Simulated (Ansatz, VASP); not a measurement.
# One calculation of HfN, two programs

File INCAR:

```
ALGO = Normal
EDIFF = 1E-8
ENCUT = 520
GGA_COMPAT = F
ISIF = 2
ISMEAR = -1
LASPH = T
LCHARG = F
LEFG = T
LREAL = F
LWAVE = F
NBANDS = 14
NELM = 120
PREC = Accurate
SIGMA = 0.03
```

The input KPOINTS:

```
k-points
0
Gamma
  10 10 10
```

POSCAR

```
HfN
1.0
    0.0451800000      2.2815900000      2.2815900000
    2.2815900000      0.0451800000      2.2815900000
    2.2815900000      2.2815900000      0.0451800000
Hf N
1 1
Direct
    0.0000000000      0.0000000000      0.0000000000
    0.5000000000      0.5000000000      0.5000000000
```

Input for Ansatz:

```yaml
crystal:
  lattice:
    - [0.04518, 2.28159, 2.28159]
    - [2.28159, 0.04518, 2.28159]
    - [2.28159, 2.28159, 0.04518]
  atoms:
    - { symbol: Hf, position: [0.0, 0.0, 0.0] }
    - { symbol: "N", position: [0.5, 0.5, 0.5] }
kpoints:
  mp_grid: { grid: [10, 10, 10] }
scf:
  occupations: { method: fermi_dirac, width: 0.03 }
hamiltonian:
  xc: lda
  pseudopotentials: { kind: paw }
output:
  forces: true
  stress: true
  eigenvalues: true
  efg: { contact_densities: true }
```

Change from the starting cell: equal xy, yz and zx shear strains of +2 %, PAW files.

Alike in both runs: task electric field gradients; functional LDA; k mesh 10 × 10 × 10; occupations fermi-dirac, width 0.03 eV; no spin polarisation.

|  | VASP | Ansatz |
| --- | --- | --- |
| version | VASP 6.6.1 | Ansatz 0.2.0 |
| potentials or method | VASP PAW LDA potentials, release 64 (Hf_pv, N) | PAW with Ansatz's default frozen-core files, scalar-relativistic |
| plane-wave cutoff (eV) | 520 | 420 |
| valence electrons in the cell | 15 | 31 |

```tsv
	VASP	Ansatz	Ansatz less VASP
pressure (GPa)	-10.5	-9.3	+1.25
traceless stress, the component that is largest in VASP (GPa)	-2.25	-2.26	-0.018
size of Vzz on the site where it differs most (V/Å²)	14.4	15.7	+1.27
```

LDA's correlation is that of Perdew and Zunger in VASP and of Perdew and Wang (1992) in Ansatz. VASP's potentials hold 15 valence electrons a cell and Ansatz's 31, so a difference there can come from the potentials and not from the codes.

Neither program's run includes spin-orbit coupling.
